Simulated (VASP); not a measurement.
Crystal: BaTiO3.

```
CELL_PARAMETERS angstrom
4.00600 0.00000 0.00000
0.00000 4.00600 0.00000
0.00000 0.00000 4.00600
ATOMIC_POSITIONS crystal
Ba 0.50000 0.50000 0.50000
Ti 0.00000 0.00000 0.00000
O 0.50000 0.00000 0.00000
O 0.00000 0.50000 0.00000
O 0.00000 0.00000 0.50000
```

Base run:

```yaml
Program: VASP 6.6.1
Functional: PBE
Potentials_or_basis: VASP PAW PBE potentials, release 64 (Ba_sv, Ti_sv, O)
Cutoff: 520 eV
k_mesh: 4 × 4 × 4
Occupations: gaussian, width 0.01 eV
Spin: no spin polarisation
Hubbard_terms: Ti d U = 6.0 eV
```

Its results: band gap on the k mesh 2.46 eV, indirect (least direct gap 2.67 eV); pressure 8.2 GPa.

Task: The run is repeated on the same cell with these changes: hubbard terms from Ti d U = 6.0 eV to Ti d U = 2.0 eV. What comes out?

Result: Band gap on the k mesh 1.95 eV, indirect (least direct gap 2.12 eV); pressure 5.0 GPa.

Caveats: spin-orbit coupling is left out, which moves the levels of the heavy elements.

A k mesh can miss the band edges.
